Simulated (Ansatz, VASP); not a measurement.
**One calculation of Ta2N, two programs**

File INCAR:

```
SYSTEM = Ta2N
ALGO = Fast
EDIFF = 1E-6
ENCUT = 520
GGA = PS
ISIF = 2
ISMEAR = 0
LASPH = .True.
LCHARG = .False.
LREAL = .False.
LWAVE = .False.
NBANDS = 20
NELM = 80
PREC = Accurate
SIGMA = 0.15
```

Contents of KPOINTS:

```
k-points
0
Gamma
  15 15 8
  0 0 0
```

Contents of POSCAR:

```
Ta2N
1.0
    3.0782595490     -0.0538695421      0.0000000000
   -1.5857821664      2.6927857399      0.0000000000
    0.0000000000      0.0000000000      4.4862576314
Ta N
2 1
Direct
    0.6666666667      0.3333333333      0.7463700642
    0.3333333333      0.6666666667      0.2536299358
    0.0000000000      0.0000000000      0.0000000000
```

Input for Ansatz:

```yaml
crystal:
  lattice:
    - [3.078259549, -0.0538695421, 0.0]
    - [-1.5857821664, 2.6927857399, 0.0]
    - [0.0, 0.0, 4.4862576314]
  atoms:
    - { symbol: Ta, position: [0.6666666667, 0.3333333333, 0.7463700642] }
    - { symbol: Ta, position: [0.3333333333, 0.6666666667, 0.2536299358] }
    - { symbol: "N", position: [0.0, 0.0, 0.0] }
basis:
  ecutwfc: 520.0
kpoints:
  mp_grid: { grid: [15, 15, 8] }
hamiltonian:
  xc: pbesol
  pseudopotentials: { kind: paw, azcp: { folder: soft_1 } }
scf:
  occupations: { method: gaussian, width: 0.15 }
output:
  forces: true
  stress: true
  eigenvalues: true
```

Change from the starting cell: engineering shear strain xy -0.0350, normal strain along z -0.0700.

Alike in both runs: task single point; functional PBEsol; k mesh 15 × 15 × 8; occupations gaussian, width 0.15 eV; no spin polarisation.

|  | VASP | Ansatz |
| --- | --- | --- |
| version | VASP 6.6.1 | Ansatz 0.2.0 |
| potentials or method | VASP PAW PBE potentials, release 64 (Ta_pv, N), cutoff 520 eV | scalar-relativistic, plane waves, PAW |
| valence electrons in the cell | 27 | 31 |

|  | VASP | Ansatz | Ansatz less VASP |
| --- | --- | --- | --- |
| gap on the k mesh at the Fermi level (eV) | none | none | - |
| pressure (GPa) | 27.6 | 26.6 | -0.92 |
| traceless stress, the component that is largest in VASP (GPa) | 13.84 | 13.92 | +0.080 |
| rms of the force components (eV/Å) | 0.027 | 0.048 | +0.0212 |

VASP's potentials were made for PBE, not for PBEsol, and Ansatz warns of the same on its side. Atom by atom the forces differ by 0.034 eV/Å (rms over components). A gap of «none» marks a metal or a gap that the smearing closes. With one functional, cell and mesh, what is left measures potentials, basis and numerics. VASP's potentials hold 27 valence electrons a cell and Ansatz's 31, so a difference there can come from the potentials and not from the codes.

Spin-orbit coupling is off throughout.
